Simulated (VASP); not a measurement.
# CO in VASP: further runs

CO is run at these levels: PBE+D3(BJ); tasks: single point, molecular dynamics.

Program: VASP 6.6.1. These are calculated values, not measurements. Logs are shortened: lines on timing, memory, paths and dates and some standing lists are left out, and cuts for length are marked.

## 1. The cell of the first run

The cell holds a disordered packing, 24 atoms: a = 8.227 Å, b = 8.227 Å, c = 8.227 Å, α = 90.00°, β = 90.00°, γ = 90.00°.

## 2. Single point, PBE+D3(BJ)

Input file INCAR:

```
SYSTEM = CO
ALGO = Normal
EDIFF = 1E-6
ENCUT = 520
GGA = PE
GGA_COMPAT = .FALSE.
ISIF = 2
ISMEAR = -1
IVDW = 12
LASPH = .TRUE.
LCHARG = .TRUE.
LELF = .TRUE.
LREAL = .FALSE.
LVHAR = .TRUE.
LWAVE = .FALSE.
NBANDS = 78
NELM = 120
PREC = Accurate
SIGMA = 0.05
```

Input file KPOINTS:

```
k-points
0
G
  1 1 1
  0 0 0
```

Input file POSCAR:

```
CO
1.0
    8.2268400000      0.0000000000      0.0000000000
    0.0000000000      8.2268400000      0.0000000000
    0.0000000000      0.0000000000      8.2268400000
O C
12 12
Direct
    0.5937030500      0.0022365817      0.5875767609
    0.7385703381      0.7708913751      0.2991792717
    0.2755371443      1.0140223950      0.2616435958
    0.3749799437      0.3897000549      0.1922974070
    0.3949876259      0.8123532243      0.8598319646
    0.5782049973      0.5288057140      0.6381429565
    0.7578608554      0.0535807187      0.9742136713
    0.9984514103      0.8120736516      0.9114192083
    0.0241283409      0.2127426813      0.4859703118
    0.1650937663      0.6689081105      0.5626826339
    0.2503512892      0.3599559491      0.8708811646
    0.9015126099      0.4416398034      0.2140676128
    0.5689790977      0.1249933146      0.5269337923
    0.8628707985      0.8232930262      0.2727900385
    0.1668562899      1.0383938426      0.1809686344
    0.4801235955      0.4458577048      0.2599540042
    0.4634707859      0.7865960685      0.9779210487
    0.6771858940      0.4496015481      0.6910794424
    0.7167879769      0.1471889571      1.0666914636
    0.9094257333      0.7422047834      0.8368583806
   -0.0353598709      0.1670629306      0.6021631635
    0.1440042592      0.8012918691      0.5286598500
    0.2254571622      0.2298087723      0.8411735247
    1.0137306669      0.4404972018      0.1359938932
```

Potentials or basis: VASP PAW PBE potentials, release 64 (O, C).

Started as:

```
cat potpaw_PBE.64/O/POTCAR potpaw_PBE.64/C/POTCAR > POTCAR
mpirun -np 1 vasp_gam > vasp.out
```

OUTCAR:

```text
SYSTEM = CO
   EDIFF = 1E-6
   ENCUT = 520
   GGA = PE
   ISIF = 2
   ISMEAR = -1
   IVDW = 12
   LASPH = .TRUE.
   LREAL = .FALSE.
   NELM = 120
   PREC = Accurate
 IVDW          = 12

 ion  position               nearest neighbor table
   1  0.594  0.002  0.588-  13 1.14
   2  0.739  0.771  0.299-  14 1.13
   3  0.276  0.014  0.262-  15 1.13
   4  0.375  0.390  0.192-  16 1.13
   5  0.395  0.812  0.860-  17 1.14
   6  0.578  0.529  0.638-  18 1.13
[... 16 lines left out ...]
  23  0.225  0.230  0.841-  11 1.12
  24  0.014  0.440  0.136-  12 1.12

  LATTYP: Found a simple cubic cell.
 ALAT       =     8.2268400000

  Lattice vectors:

 A1 = (   8.2268400000,   0.0000000000,   0.0000000000)
 A2 = (   0.0000000000,   8.2268400000,   0.0000000000)
 A3 = (   0.0000000000,   0.0000000000,   8.2268400000)

Analysis of symmetry for initial positions (statically):
=====================================================================
 Subroutine PRICEL returns:
 Original cell was already a primitive cell.

 Routine SETGRP: Setting up the symmetry group for a
 simple cubic supercell.

 Subroutine GETGRP returns: Found  1 space group operations
 (whereof  1 operations were pure point group operations)
 out of a pool of 48 trial point group operations.

The static configuration has the point symmetry C_1 .

Analysis of symmetry for dynamics (positions and initial velocities):
=====================================================================
 Subroutine PRICEL returns:
 Original cell was already a primitive cell.

 Routine SETGRP: Setting up the symmetry group for a
 simple cubic supercell.

 Subroutine GETGRP returns: Found  1 space group operations
 (whereof  1 operations were pure point group operations)
 out of a pool of 48 trial point group operations.

The dynamic configuration has the point symmetry C_1 .

 Subroutine INISYM returns: Found  1 space group operations
 (whereof  1 operations are pure point group operations),
 and found     1 'primitive' translations

----------------------------------------------------------------------------------------

                                     Primitive cell

  volume of cell :     556.7999

  direct lattice vectors                    reciprocal lattice vectors
     8.226840000  0.000000000  0.000000000     0.121553355  0.000000000  0.000000000
     0.000000000  8.226840000  0.000000000     0.000000000  0.121553355  0.000000000
     0.000000000  0.000000000  8.226840000     0.000000000  0.000000000  0.121553355

  length of vectors
     8.226840000  8.226840000  8.226840000     0.121553355  0.121553355  0.121553355

  position of ions in fractional coordinates (direct lattice)
     0.593703050  0.002236582  0.587576761
     0.738570338  0.770891375  0.299179272
     0.275537144  0.014022395  0.261643596
     0.374979944  0.389700055  0.192297407
     0.394987626  0.812353224  0.859831965
     0.578204997  0.528805714  0.638142956
[... 16 lines left out ...]
     0.225457162  0.229808772  0.841173525
     0.013730667  0.440497202  0.135993893

  ion indices of the primitive-cell ions
   primitive index   ion index
                 1           1
                 2           2
                 3           3
                 4           4
                 5           5
                 6           6
[... 16 lines left out ...]
                23          23
                24          24

----------------------------------------------------------------------------------------

 KPOINTS: k-points

Automatic generation of k-mesh.
 Grid dimensions read from file:
 generate k-points for:    1    1    1

 Generating k-lattice:

  Cartesian coordinates                     Fractional coordinates (reciprocal lattice)
     0.121553355  0.000000000  0.000000000     1.000000000  0.000000000  0.000000000
     0.000000000  0.121553355  0.000000000     0.000000000  1.000000000  0.000000000
     0.000000000  0.000000000  0.121553355     0.000000000  0.000000000  1.000000000

  Length of vectors
     0.121553355  0.121553355  0.121553355

  Shift w.r.t. Gamma in fractional coordinates (k-lattice)
     0.000000000  0.000000000  0.000000000

 Subroutine IBZKPT returns following result:
 ===========================================

 Found      1 irreducible k-points:

 Following reciprocal coordinates:
            Coordinates               Weight
  0.000000  0.000000  0.000000      1.000000
   k-points           NKPTS =      1   k-points in BZ     NKDIM =      1   number of bands    NBANDS=     78
   number of dos      NEDOS =    301   number of ions     NIONS =     24
   total plane-waves  NPLWV = 262144
   dimension x,y,z NGX =    64 NGY =   64 NGZ =   64
   dimension x,y,z NGXF=   128 NGYF=  128 NGZF=  128
   ions per type =              12  12
   NGX,Y,Z   is equivalent  to a cutoff of  12.93, 12.93, 12.93 a.u.
   NGXF,Y,Z  is equivalent  to a cutoff of  25.87, 25.87, 25.87 a.u.
 SYSTEM =  CO
   PREC   = accura    normal or accurate (medium, high low for compatibility)
   ISTART =      0    job   : 0-new  1-cont  2-samecut
   ICHARG =      2    charge: 1-file 2-atom 10-const
   ISPIN  =      1    spin polarized calculation?
   LNONCOLLINEAR =      F non collinear calculations
   LSORBIT =      F    spin-orbit coupling
   LASPH  =      T    aspherical Exc in radial PAW
   ENCUT  =  520.0 eV  38.22 Ry    6.18 a.u.  15.30 15.30 15.30*2*pi/ulx,y,z
   NELM   =    120;   NELMIN=  2; NELMDL= -5     # of ELM steps
   EDIFF  = 0.1E-05   stopping-criterion for ELM
   LREAL  =      F    real-space projection
   EDIFFG = 0.1E-04   stopping-criterion for IOM
   NSW    =      0    number of steps for IOM
   IBRION =     -1    ionic relax: 0-MD 1-quasi-New 2-CG
   NFREE  =      0    steps in history (QN), initial steepest desc. (CG)
   ISIF   =      2    stress and relaxation
   ISYM   =      2    0-nonsym 1-usesym 2-fastsym
   POTIM  = 0.5000    time-step for ionic-motion
   TEBEG  =    0.0;   TEEND  =   0.0 temperature during run
   PSTRESS=    0.0 pullay stress
   NELECT =     120.0000    total number of electrons
   NUPDOWN=      -1.0000    fix difference up-down
   EMIN   =  10.00;   EMAX   =-10.00  energy-range for DOS
   EFERMI =   0.00;   METHOD = LEGACY
   ISMEAR =    -1;   SIGMA  =   0.05  broadening in eV -4-tet -1-fermi 0-gaus
   EFERMI_NEDOS =   21; number of points for ismear=-14 and -15
   IALGO  =     38    algorithm
   IMIX   =      4    mixing-type and parameters
     AMIX     =   0.40;   BMIX     =  1.00
     AMIX_MAG =   1.60;   BMIX_MAG =  1.00
  volume/ion in A,a.u.               =      23.20       156.56
  Fermi-wavevector in a.u.,A,eV,Ry     =   0.981527  1.854817 13.107785  0.963395
  Thomas-Fermi vector in A             =   2.112540
   LORBIT       =      0    0 simple, 1 ext, 2 COOP (PROOUT), +10 PAW based schemes
   GGA     = PE    functional components
   LHFCALC =     F    Hartree Fock is set to
   AEXX    =    0.0000 exact exchange contribution
   IVDW    =    12    specifies the selected vdW correction
   LEPSILON=     F    determine dielectric tensor
   LRPA    =     F    only Hartree local field effects (RPA)
 non-spin polarized calculation
  energy-cutoff  :      520.00
  volume of cell :      556.80
 maximum number of plane-waves:      7470
 NGX is ok and might be reduce to    64
   NGX = 31   NGY = 31   NGZ = 31

 number of electron     120.0000009 magnetization

 Free energy of the ion-electron system (eV)
  ---------------------------------------------------
  ext. energy  EPLUGINS =         0.00000000
  ---------------------------------------------------
  free energy    TOTEN  =      -176.93223912 eV

  energy without entropy =     -176.93223912  energy(sigma->0) =     -176.93223912

 E-fermi :  -3.7754     XC(G=0):  -6.3217

 val. band max:       -5.0203422844   @ k =   0.0000   0.0000   0.0000
 cond. band min:       0.7306710930   @ k =   0.0000   0.0000   0.0000
 fundamental gap:      5.7510133773
 Fermi energy:        -3.7754264065

 k-point     1 :       0.0000    0.0000    0.0000
  band No.  band energies     occupation
      1     -26.2662      2.00000
      2     -26.1480      2.00000
      3     -26.1016      2.00000
      4     -26.0560      2.00000
      5     -26.0332      2.00000
      6     -25.9557      2.00000
[... 64 lines left out ...]
     71       1.3461      0.00000
     72       1.4397      0.00000
 [bands above 72 left out]

------------------------ aborting loop because EDIFF is reached ----------------------------------------

 Edisp (eV)   -1.41120

 E8    (eV) :    -0.3668

  FORCE on cell =-STRESS in cart. coord.  units (eV):
  Direction    XX          YY          ZZ          XY          YZ          ZX
  --------------------------------------------------------------------------------------
  -------------------------------------------------------------------------------------
  Total       9.05667     7.51822     5.92731     1.88606     2.24144     1.39950
  in kB      26.06035    21.63348    17.05568     5.42708     6.44967     4.02703
  external pressure =       21.58 kB  Pullay stress =        0.00 kB

 VOLUME and BASIS-vectors are now :
 -----------------------------------------------------------------------------
  energy-cutoff  :      520.00
  volume of cell :      556.80
      direct lattice vectors                 reciprocal lattice vectors
     8.226840000  0.000000000  0.000000000     0.121553355  0.000000000  0.000000000
     0.000000000  8.226840000  0.000000000     0.000000000  0.121553355  0.000000000
     0.000000000  0.000000000  8.226840000     0.000000000  0.000000000  0.121553355

 POSITION                                       TOTAL-FORCE (eV/Angst)
 -----------------------------------------------------------------------------------
      4.88430      0.01840      4.83390        -0.059862      0.143746     -0.098696
      6.07610      6.34200      2.46130        -1.271919     -0.461366      0.290102
      2.26680      0.11536      2.15250         1.208161     -0.301684      0.788791
      3.08490      3.20600      1.58200        -1.387046     -0.809845     -0.845093
      3.24950      6.68310      7.07370        -0.000542     -0.004216      0.041331
      4.75680      4.35040      5.24990        -1.069641      0.916345     -0.540250
[... 16 lines left out ...]
      1.85480      1.89060      6.92020        -0.447592     -3.074540     -0.697102
      0.11296      3.62390      1.11880         1.648324      0.056641     -1.205015
 -----------------------------------------------------------------------------------
    total drift:                               -0.001363      0.001181     -0.001987

  FREE ENERGIE OF THE ION-ELECTRON SYSTEM (eV)
  ---------------------------------------------------
  free  energy   TOTEN  =      -178.3434368062 eV

  energy  without entropy=     -178.3434368062  energy(sigma->0) =     -178.34343681
```

Wall time 52 s (1 thread of Intel Xeon Platinum 8488C (Sapphire Rapids), shared host); peak memory 0.53 GiB.

Results:

* Free energy: -178.3434 eV
* Pressure: 2.2 GPa
* Largest force: 3.426 eV/Å
* Dispersion energy per atom: -0.059 eV

Forces on the atoms (eV/Å):
```
O   -0.060  0.144 -0.099
O   -1.272 -0.461  0.290
O    1.208 -0.302  0.789
O   -1.387 -0.810 -0.845
O   -0.001 -0.004  0.041
O   -1.070  0.916 -0.540
O    0.206 -0.547 -0.695
O    2.335  1.647  1.841
O    0.295  0.299 -0.589
O    0.155 -0.682  0.073
O    0.627  3.052  0.494
O   -1.773  0.015  1.306
C   -0.009 -0.232  0.095
C    1.175  0.448 -0.146
C   -1.112  0.421 -0.888
C    1.503  0.837  0.961
C   -0.016 -0.038 -0.061
C    1.043 -0.866  0.576
C   -0.358  0.658  0.641
C   -2.292 -1.753 -1.847
C   -0.331 -0.275  0.570
C   -0.069  0.552 -0.064
C   -0.448 -3.075 -0.697
C    1.648  0.057 -1.205
```

Caveat: the k points lie up to 0.76 Å⁻¹ apart; the atoms stand as in a frame of molecular dynamics.

## 3. Single point, PBE+D3(BJ)

INCAR, as its differences from that of step 2:

```diff
@@ -10,6 +10,4 @@
 LASPH = .TRUE.
-LCHARG = .TRUE.
-LELF = .TRUE.
+LCHARG = .FALSE.
 LREAL = .FALSE.
-LVHAR = .TRUE.
 LWAVE = .FALSE.
```

KPOINTS is that of step 2.

Input file POSCAR:

```
CO
1.0
    8.2268400000      0.0000000000      0.0000000000
    0.0000000000      8.2268400000      0.0000000000
    0.0000000000      0.0000000000      8.2268400000
O C
12 12
Direct
    0.5823013454     -0.0140029465      0.5998293391
    0.7477476163      0.8201083283      0.3516660103
    0.2831828503      0.9842661338      0.1807498383
    0.3355723461      0.4094646304      0.2819551614
    0.3897122103      0.8201204837      0.8903053906
    0.5815477146      0.5556690054      0.6601319583
    0.7213948491      0.0250886124      1.0036660492
    1.0202702374      0.7989337340      0.8533774815
    0.0086059775      0.2605617710      0.5109373708
    0.2055588780      0.6598159196      0.5400493993
    0.2952530984      0.3939665777      0.8233902689
    0.9141663142      0.4222763540      0.2042704125
    0.4601645346      0.0445736151      0.5631445367
    0.8777853951      0.7952263567      0.3034336392
    0.1833632355      1.0782633429      0.1611311269
    0.4438642298      0.4819225851      0.2461576985
    0.4664609984      0.7348386501      0.9679415183
    0.6255864949      0.4262511487      0.6770643406
    0.7190002480      0.1225865581      1.1033033340
    0.8979510967      0.7389228428      0.8446499506
   -0.0431028196      0.1500454610      0.5757617749
    0.1897447866      0.7916040667      0.5033645969
    0.3536594853      0.2735072033      0.8295287133
    0.9765839618      0.4666433284      0.0891958516
```

Potentials or basis: VASP PAW PBE potentials, release 64 (O, C).

Started as:

```
cat potpaw_PBE.64/O/POTCAR potpaw_PBE.64/C/POTCAR > POTCAR
mpirun -np 1 vasp_gam > vasp.out
```

Run time: 48 s. Hardware: 1 thread of Intel Xeon Platinum 8488C (Sapphire Rapids), shared host; peak memory 0.52 GiB.

It converged, with:

- Free energy: -178.2763 eV
- Pressure: 1.7 GPa
- Largest force: 5.390 eV/Å
- Dispersion energy per atom: -0.059 eV

Forces in eV/Å, atoms in the order of the input:
```
O   -1.147  0.517 -0.257
O    1.699 -0.421 -0.657
O    0.235 -0.141  0.139
O   -3.312 -2.188  1.036
O   -0.193  0.186 -0.262
O   -0.269  1.036 -0.260
O    0.004  0.389  0.294
O    2.147  1.140  0.168
O    0.311  0.595 -0.303
O    0.179 -1.226  0.341
O   -2.496  4.773 -0.218
O   -0.279 -0.107  0.470
C    1.166 -0.423  0.283
C   -1.704  0.344  0.604
C   -0.289  0.186 -0.095
C    3.383  2.086 -0.925
C    0.229 -0.179  0.102
C    0.554 -0.947  0.037
C   -0.124 -0.328 -0.348
C   -2.165 -1.082 -0.189
C   -0.257 -0.614  0.372
C   -0.172  1.164 -0.307
C    2.194 -4.860  0.428
C    0.305  0.100 -0.452
```

Stress tensor (GPa, compression positive):
```
 1.42  0.37 -0.35
 0.37  3.05 -0.63
-0.35 -0.63  0.50
```

Levels at points of the mesh, in eV from the Fermi level:
| k point | band 57 | band 58 | band 59 | band 60 | band 61 | band 62 | band 63 | band 64 |
| --- | --- | --- | --- | --- | --- | --- | --- | --- |
| (0.00, 0.00, 0.00) | -1.63 | -1.55 | -1.34 | -1.30 | 4.19 | 4.30 | 4.49 | 4.52 |

Caveat: the k points lie up to 0.76 Å⁻¹ apart; the atoms stand as in a frame of molecular dynamics.

## 4. Single point, PBE+D3(BJ)

Input file INCAR:

```
SYSTEM = CO
PREC = Accurate ; ENCUT = 520
EDIFF = 1E-6 ; ISMEAR = -1
SIGMA = 0.05 ; LREAL = .False.
LASPH = .True. ; NELM = 120
ALGO = Normal ; ISIF = 2
LWAVE = .False. ; LCHARG = .False.
GGA = PE ; IVDW = 12
NBANDS = 78 ; GGA_COMPAT = .False.
```

Input file KPOINTS:

```
regular mesh
0
Gamma
  1 1 1
  0 0 0
```

Input file POSCAR:

```
CO
1.0
    8.2268400000      0.0000000000      0.0000000000
    0.0000000000      8.2268400000      0.0000000000
    0.0000000000      0.0000000000      8.2268400000
O C
12 12
Direct
    0.5184736788     -0.0233503994      0.6312265706
    0.7470182962      0.7973778510      0.3864788910
    0.2583494999      1.0288032829      0.1305969242
    0.3517267870      0.3960086740      0.2975869228
    0.4015271963      0.7855263990      0.8883726923
    0.6510519227      0.5800526083      0.5926698465
    0.7086074361      0.1183200354      1.0107039884
    0.9911095876      0.8013161797      0.8630409732
    0.0202994102      0.2863675482      0.5699272139
    0.2470207273      0.6838956392      0.5613698577
    0.2661653806      0.3351590647      0.7862314084
    0.9123187032      0.4340305634      0.1921393877
    0.4419558421      0.0865095225      0.5891934206
    0.8748316486      0.8534747242      0.3596642210
    0.1232551016      1.0491270038      0.1583718657
    0.4856421178      0.3861871630      0.3039320079
    0.4406430659      0.6636813163      0.9396560526
    0.7046083308      0.4528105567      0.5935936520
    0.6032814544      0.0903627638      1.0980157630
    0.8739807751      0.8194276296      0.7939500464
   -0.0108668699      0.1518687613      0.5742180473
    0.2675753995      0.7357989216      0.4356350677
    0.3510947095      0.3274525820      0.8888953717
    1.0105216584      0.3715399838      0.1162293177
```

Started as:

```
cat potpaw_PBE.64/O/POTCAR potpaw_PBE.64/C/POTCAR > POTCAR
mpirun -np 1 vasp_gam > vasp.out
```

It took 47 s on 1 thread of Intel Xeon Platinum 8488C (Sapphire Rapids), shared host; peak memory 0.52 GiB.

It converged, with:

* Free energy: -178.0524 eV
* Pressure: 1.7 GPa
* Largest force: 6.088 eV/Å
* Dispersion energy per atom: -0.059 eV

Forces on the atoms (eV/Å):
```
O   -0.664  1.135 -0.441
O    2.466  1.301 -0.780
O   -0.526 -0.027  0.076
O   -4.832  0.358 -0.205
O   -0.338  0.775 -0.279
O   -0.413  0.589  0.226
O   -0.383 -0.112  0.257
O    1.567 -0.255  0.925
O    0.129  0.534 -0.191
O   -0.249 -0.532  1.231
O   -3.798  0.506 -4.535
O   -0.035  0.021  0.079
C    0.808 -1.115  0.256
C   -2.445 -1.229  0.562
C    0.379 -0.025 -0.104
C    4.780 -0.427  0.094
C    0.381 -0.644  0.440
C    0.161 -0.766  0.100
C    0.625  0.121 -0.262
C   -1.512  0.255 -0.845
C   -0.101 -0.619  0.061
C    0.173  0.513 -1.244
C    3.861 -0.514  4.679
C   -0.034  0.158 -0.102
```

Stress tensor (GPa, compression positive):
```
 2.22 -0.44  1.44
-0.44  0.95 -0.19
 1.44 -0.19  1.92
```

Levels at points of the mesh, in eV from the Fermi level:
| k point | band 58 | band 59 | band 60 | band 61 | band 62 | band 63 |
| --- | --- | --- | --- | --- | --- | --- |
| (0.00, 0.00, 0.00) | -1.61 | -1.47 | -1.26 | 4.14 | 4.20 | 4.33 |

Caveat: the k points lie up to 0.76 Å⁻¹ apart; the atoms stand as in a frame of molecular dynamics.

(Part 1 of 2 ends here.)
